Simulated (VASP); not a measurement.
## BN: single point with PBEsol

Crystal: BN.

```xyz
4
Lattice="2.5220 0.0000 0.0000 -1.2610 2.1841 0.0000 0.0000 0.0000 6.4337" Properties=species:S:1:pos:R:3 pbc="T T T"
B     0.0000    1.4561    1.6084
B     1.2610    0.7280    4.8253
N     0.0000    1.4561    4.8253
N     1.2610    0.7280    1.6084
```

This cell differs from its parent crystal: volume 8.860 Å^3 an atom, c/a of the conventional cell 2.5510.

| Item | Value |
| --- | --- |
| Program | VASP 6.6.1 |
| Task | single point |
| Functional | PBEsol |
| Potentials or basis | VASP PAW PBE potentials, release 64 (B, N) |
| Cutoff | 520 eV |
| k mesh | 12 × 12 × 4 |
| Occupations | gaussian, width 0.05 eV |
| Spin | no spin polarisation |
| Dipole correction | no |
| Further INCAR settings | ALGO = Normal; EDIFF = 1e-06; NBANDS = 16 |

```json
{
 "Pressure": "-4.1 GPa",
 "Band gap on the k mesh": "4.05 eV, indirect (least direct gap 4.43 eV)"
}
```

Stress tensor (GPa, compression positive):
```
-6.92  0.00  0.00
 0.00 -6.92  0.00
 0.00  0.00  1.61
```

Levels at points of the mesh, in eV from the valence-band top:
| k point | band 4 | band 5 | band 6 | band 7 | band 8 | band 9 | band 10 | band 11 | band 12 | band 13 |
| --- | --- | --- | --- | --- | --- | --- | --- | --- | --- | --- |
| (0.00, 0.00, 0.00) | -3.83 | -1.37 | -1.37 | -1.32 | -1.32 | 5.22 | 10.43 | 11.27 | 11.27 | 11.44 |
| (0.50, 0.00, 0.00) | -8.79 | -4.15 | -4.06 | -1.60 | -0.37 | 4.05 | 5.66 | 9.25 | 9.59 | 12.50 |
| (0.00, 0.00, 0.50) | -5.26 | -1.34 | -1.34 | -1.34 | -1.34 | 7.77 | 7.77 | 11.35 | 11.35 | 11.35 |
| (0.50, 0.00, 0.50) | -8.84 | -4.10 | -4.10 | -0.95 | -0.95 | 4.56 | 4.56 | 9.62 | 9.62 | 13.40 |

It took 33 s on 1 thread of Intel(R) Xeon(R) Platinum 8259CL CPU @ 2.50GHz (Skylake/Cascade Lake), on a shared host, peak memory 0.15 GiB.

Caveat: the PAW data sets were made with another functional, which shifts forces and pressure a little; this functional lacks dispersion, which binds the layers, so the pressure and a relaxed spacing across them are unreliable. A k mesh can miss the band edges.
